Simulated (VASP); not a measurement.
# AlNi3 (Fm-3m) in VASP: single point with LDA

Aim: the single point of AlNi3 with LDA.

All numbers are computed with VASP 6.6.1; they aren't measurements. Logs are shortened: lines on timing, memory, paths and dates and some standing lists are left out, and cuts for length are marked.

## 1. The cell of the first run

It takes space group Fm-3m (No. 225, cubic). Conventional cell: a = 5.535 Å, b = 5.535 Å, c = 5.535 Å, α = 90.00°, β = 90.00°, γ = 90.00°. Within 3.2 Å of Al (site symmetry m-3m) lie 14 Ni at 2.40 to 2.77 Å. Within 3.2 Å of Ni (site symmetry -43m) lie 4 Al at 2.40 Å and 10 Ni at 2.40 to 2.77 Å. Within 3.2 Å of Ni (site symmetry m-3m) lie 8 Ni at 2.40 Å and 6 Al at 2.77 Å.

## 2. Single point, LDA

INCAR reads:

```
SYSTEM = AlNi3
PREC = Accurate ; ENCUT = 520
EDIFF = 1E-6 ; ISMEAR = 0
SIGMA = 0.15 ; LREAL = .FALSE.
LASPH = .TRUE. ; NELM = 100
ALGO = Normal ; ISIF = 2
LWAVE = .FALSE. ; LCHARG = .FALSE.
NBANDS = 24
```

KPOINTS reads:

```
regular mesh
0
G
  14 14 14
  0 0 0
```

POSCAR reads:

```
AlNi3
1.0
    0.0000000000      2.7677403110      2.7677403110
    2.7677403110      0.0000000000      2.7677403110
    2.7677403110      2.7677403110      0.0000000000
Al Ni
1 3
Direct
    0.5000000000      0.5000000000      0.5000000000
    0.2500000000      0.2500000000      0.2500000000
    0.0000000000      0.0000000000      0.0000000000
    0.7500000000      0.7500000000      0.7500000000
```

Potentials or basis: VASP PAW LDA potentials, release 64 (Al, Ni).

Launch:

```
$ cat potpaw_LDA.64/Al/POTCAR potpaw_LDA.64/Ni/POTCAR > POTCAR
$ mpirun -np 1 vasp_std > vasp.out
```

OUTCAR:

```text
SYSTEM = AlNi3
   PREC = Accurate
   ENCUT = 520
   EDIFF = 1E-6
   ISMEAR = 0
   LREAL = .FALSE.
   LASPH = .TRUE.
   NELM = 100
   ISIF = 2

 ion  position               nearest neighbor table
   1  0.500  0.500  0.500-   2 2.40   2 2.40   2 2.40   4 2.40   4 2.40   4 2.40   4 2.40   2 2.40
                             3 2.77   3 2.77   3 2.77   3 2.77   3 2.77   3 2.77
   2  0.250  0.250  0.250-   3 2.40   3 2.40   3 2.40   1 2.40   1 2.40   1 2.40   3 2.40   1 2.40
                             4 2.77   4 2.77   4 2.77   4 2.77   4 2.77   4 2.77
   3  0.000  0.000  0.000-   4 2.40   4 2.40   4 2.40   2 2.40   2 2.40   2 2.40   4 2.40   2 2.40
                             1 2.77   1 2.77   1 2.77   1 2.77   1 2.77   1 2.77
   4  0.750  0.750  0.750-   1 2.40   1 2.40   1 2.40   3 2.40   3 2.40   3 2.40   3 2.40   1 2.40
                             2 2.77   2 2.77   2 2.77   2 2.77   2 2.77   2 2.77

  LATTYP: Found a face centered cubic cell.
 ALAT       =     5.5354806220

  Lattice vectors:

 A1 = (   0.0000000000,   2.7677403110,   2.7677403110)
 A2 = (   2.7677403110,   0.0000000000,   2.7677403110)
 A3 = (   2.7677403110,   2.7677403110,   0.0000000000)

Analysis of symmetry for initial positions (statically):
=====================================================================
 Subroutine PRICEL returns:
 Original cell was already a primitive cell.

 Routine SETGRP: Setting up the symmetry group for a
 face centered cubic supercell.

 Subroutine GETGRP returns: Found 48 space group operations
 (whereof 48 operations were pure point group operations)
 out of a pool of 48 trial point group operations.

The static configuration has the point symmetry O_h .

Analysis of symmetry for dynamics (positions and initial velocities):
=====================================================================
 Subroutine PRICEL returns:
 Original cell was already a primitive cell.

 Routine SETGRP: Setting up the symmetry group for a
 face centered cubic supercell.

 Subroutine GETGRP returns: Found 48 space group operations
 (whereof 48 operations were pure point group operations)
 out of a pool of 48 trial point group operations.

The dynamic configuration has the point symmetry O_h .

 Subroutine INISYM returns: Found 48 space group operations
 (whereof 48 operations are pure point group operations),
 and found     1 'primitive' translations

----------------------------------------------------------------------------------------

                                     Primitive cell

  volume of cell :      42.4039

  direct lattice vectors                    reciprocal lattice vectors
     0.000000000  2.767740311  2.767740311    -0.180652787  0.180652787  0.180652787
     2.767740311  0.000000000  2.767740311     0.180652787 -0.180652787  0.180652787
     2.767740311  2.767740311  0.000000000     0.180652787  0.180652787 -0.180652787

  length of vectors
     3.914175885  3.914175885  3.914175885     0.312899805  0.312899805  0.312899805

  position of ions in fractional coordinates (direct lattice)
     0.500000000  0.500000000  0.500000000
     0.250000000  0.250000000  0.250000000
     0.000000000  0.000000000  0.000000000
     0.750000000  0.750000000  0.750000000

  ion indices of the primitive-cell ions
   primitive index   ion index
                 1           1
                 2           2
                 3           3
                 4           4

----------------------------------------------------------------------------------------

 KPOINTS: regular mesh

Automatic generation of k-mesh.
 Grid dimensions read from file:
 generate k-points for:   14   14   14

 Generating k-lattice:

  Cartesian coordinates                     Fractional coordinates (reciprocal lattice)
    -0.012903770  0.012903770  0.012903770     0.071428571  0.000000000  0.000000000
     0.012903770 -0.012903770  0.012903770     0.000000000  0.071428571  0.000000000
     0.012903770  0.012903770 -0.012903770     0.000000000  0.000000000  0.071428571

  Length of vectors
     0.022349986  0.022349986  0.022349986

  Shift w.r.t. Gamma in fractional coordinates (k-lattice)
     0.000000000  0.000000000  0.000000000

 Subroutine IBZKPT returns following result:
 ===========================================

 Found    104 irreducible k-points:

 Following reciprocal coordinates:
            Coordinates               Weight
  0.000000  0.000000  0.000000      1.000000
  0.071429  0.000000  0.000000      8.000000
  0.142857  0.000000  0.000000      8.000000
  0.214286  0.000000  0.000000      8.000000
  0.285714  0.000000  0.000000      8.000000
  0.357143  0.000000  0.000000      8.000000
[... 16 lines left out ...]
  0.214286  0.142857  0.000000     24.000000
  0.285714  0.142857  0.000000     24.000000
 [... further k-points ...]
   k-points           NKPTS =    104   k-points in BZ     NKDIM =    104   number of bands    NBANDS=     24
   number of dos      NEDOS =    301   number of ions     NIONS =      4
   total plane-waves  NPLWV =  27000
   dimension x,y,z NGX =    30 NGY =   30 NGZ =   30
   dimension x,y,z NGXF=    60 NGYF=   60 NGZF=   60
   ions per type =               1   3
   NGX,Y,Z   is equivalent  to a cutoff of  12.74, 12.74, 12.74 a.u.
   NGXF,Y,Z  is equivalent  to a cutoff of  25.48, 25.48, 25.48 a.u.
 SYSTEM =  AlNi3
   PREC   = accura    normal or accurate (medium, high low for compatibility)
   ISTART =      0    job   : 0-new  1-cont  2-samecut
   ICHARG =      2    charge: 1-file 2-atom 10-const
   ISPIN  =      1    spin polarized calculation?
   LNONCOLLINEAR =      F non collinear calculations
   LSORBIT =      F    spin-orbit coupling
   LASPH  =      T    aspherical Exc in radial PAW
   ENCUT  =  520.0 eV  38.22 Ry    6.18 a.u.   7.28  7.28  7.28*2*pi/ulx,y,z
   NELM   =    100;   NELMIN=  2; NELMDL= -5     # of ELM steps
   EDIFF  = 0.1E-05   stopping-criterion for ELM
   LREAL  =      F    real-space projection
   EDIFFG = 0.1E-04   stopping-criterion for IOM
   NSW    =      0    number of steps for IOM
   IBRION =     -1    ionic relax: 0-MD 1-quasi-New 2-CG
   NFREE  =      0    steps in history (QN), initial steepest desc. (CG)
   ISIF   =      2    stress and relaxation
   ISYM   =      2    0-nonsym 1-usesym 2-fastsym
   POTIM  = 0.5000    time-step for ionic-motion
   TEBEG  =    0.0;   TEEND  =   0.0 temperature during run
   PSTRESS=    0.0 pullay stress
   NELECT =      33.0000    total number of electrons
   NUPDOWN=      -1.0000    fix difference up-down
   EMIN   =  10.00;   EMAX   =-10.00  energy-range for DOS
   EFERMI =   0.00;   METHOD = LEGACY
   ISMEAR =     0;   SIGMA  =   0.15  broadening in eV -4-tet -1-fermi 0-gaus
   EFERMI_NEDOS =   21; number of points for ismear=-14 and -15
   IALGO  =     38    algorithm
   IMIX   =      4    mixing-type and parameters
     AMIX     =   0.40;   BMIX     =  1.00
     AMIX_MAG =   1.60;   BMIX_MAG =  1.00
  volume/ion in A,a.u.               =      10.60        71.54
  Fermi-wavevector in a.u.,A,eV,Ry     =   1.505835  2.845616 30.851754  2.267540
  Thomas-Fermi vector in A             =   2.616632
   LORBIT       =      0    0 simple, 1 ext, 2 COOP (PROOUT), +10 PAW based schemes
   GGA     = CA    functional components
   LHFCALC =     F    Hartree Fock is set to
   AEXX    =    0.0000 exact exchange contribution
   IVDW    =     0    specifies the selected vdW correction
   LEPSILON=     F    determine dielectric tensor
   LRPA    =     F    only Hartree local field effects (RPA)
 non-spin polarized calculation
 Gauss-broadening in eV      SIGMA  =   0.15
  energy-cutoff  :      520.00
  volume of cell :       42.40
 maximum number of plane-waves:      1163
 NGX is ok and might be reduce to    30
   NGX = 15   NGY = 15   NGZ = 15

 number of electron      33.0000034 magnetization

 Free energy of the ion-electron system (eV)
  ---------------------------------------------------
  ext. energy  EPLUGINS =         0.00000000
  ---------------------------------------------------
  free energy    TOTEN  =       -25.62824510 eV

  energy without entropy =      -25.59923125  energy(sigma->0) =      -25.61373818

 E-fermi :  10.1946     XC(G=0): -13.3203

 val. band max:       10.1938049647   @ k =  -0.2857   0.5000   0.2143
 cond. band min:      10.2105877152   @ k =   0.5000   0.2143   0.0714
 fundamental gap:      0.0167827505
 Fermi energy:        10.1946192085

 k-point     1 :       0.0000    0.0000    0.0000
  band No.  band energies     occupation
      1      -0.2163      2.00000
      2       6.3818      2.00000
      3       6.3818      2.00000
      4       6.5400      2.00000
      5       6.5400      2.00000
      6       6.5400      2.00000
[... 16 lines left out ...]
     23      17.6589      0.00000
     24      19.1254      0.00000

 k-point     2 :       0.0714    0.0000    0.0000
  band No.  band energies     occupation
      1      -0.1382      2.00000
      2       6.3506      2.00000
      3       6.3506      2.00000
      4       6.4991      2.00000
      5       6.6144      2.00000
      6       6.6144      2.00000
[... 16 lines left out ...]
     23      18.0104      0.00000
     24      18.9344      0.00000

 k-point     3 :       0.1429    0.0000    0.0000
  band No.  band energies     occupation
      1       0.0945      2.00000
      2       6.3246      2.00000
      3       6.3246      2.00000
      4       6.3771      2.00000
      5       6.7643      2.00000
      6       6.7643      2.00000
[... 16 lines left out ...]
     23      18.4312      0.00000
     24      18.7642      0.00000
[... 514 lines left out ...]
 k-point    23 :       0.2143    0.1429    0.0000
  band No.  band energies     occupation
      1       0.4769      2.00000
      2       5.8665      2.00000
      3       6.5802      2.00000
      4       6.6303      2.00000
      5       6.8237      2.00000
      6       6.8711      2.00000
[... 16 lines left out ...]
     23      18.1440      0.00000
     24      20.0971      0.00000

 k-point    24 :       0.2857    0.1429    0.0000
  band No.  band energies     occupation
      1       0.9009      2.00000
      2       5.7085      2.00000
      3       6.5176      2.00000
      4       6.6159      2.00000
      5       6.9919      2.00000
      6       6.9981      2.00000
[... 16 lines left out ...]
     23      18.1329      0.00000
     24      20.2194      0.00000

 [... further k-points ...]

------------------------ aborting loop because EDIFF is reached ----------------------------------------

  FORCE on cell =-STRESS in cart. coord.  units (eV):
  Direction    XX          YY          ZZ          XY          YZ          ZX
  --------------------------------------------------------------------------------------
  -------------------------------------------------------------------------------------
  Total        0.0878414      0.0878414      0.0878414     -0.0000000     -0.0000000      0.0000000
  in kB        3.3189756      3.3189756      3.3189756     -0.0000000     -0.0000000      0.0000000
  external PRESSURE =       3.3189756 kB  Pullay stress =       0.0000000 kB

 VOLUME and BASIS-vectors are now :
 -----------------------------------------------------------------------------
  energy-cutoff  :      520.00
  volume of cell :       42.40
      direct lattice vectors                 reciprocal lattice vectors
     0.000000000  2.767740311  2.767740311    -0.180652787  0.180652787  0.180652787
     2.767740311  0.000000000  2.767740311     0.180652787 -0.180652787  0.180652787
     2.767740311  2.767740311  0.000000000     0.180652787  0.180652787 -0.180652787

 POSITION                                       TOTAL-FORCE (eV/Angst)
 -----------------------------------------------------------------------------------
      2.76774      2.76774      2.76774        -0.000000     -0.000000      0.000000
      1.38387      1.38387      1.38387         0.000000     -0.000000      0.000000
      0.00000      0.00000      0.00000        -0.000000     -0.000000      0.000000
      4.15161      4.15161      4.15161        -0.000000      0.000000     -0.000000
 -----------------------------------------------------------------------------------
    total drift:                                0.000000     -0.000000      0.000000

  FREE ENERGIE OF THE ION-ELECTRON SYSTEM (eV)
  ---------------------------------------------------
  free  energy   TOTEN  =       -25.6282451005 eV

  energy  without entropy=      -25.5992312504  energy(sigma->0) =      -25.61373818
```

Wall time 2.5 min (1 thread of Intel Xeon 8259CL, shared host); peak memory 0.21 GiB.

What came out:

```yaml
Free_energy: -25.6282 eV
Pressure: 0.3 GPa
Band_gap_on_the_k_mesh: zero (an odd number of electrons rules out a gap without spin polarisation)
```
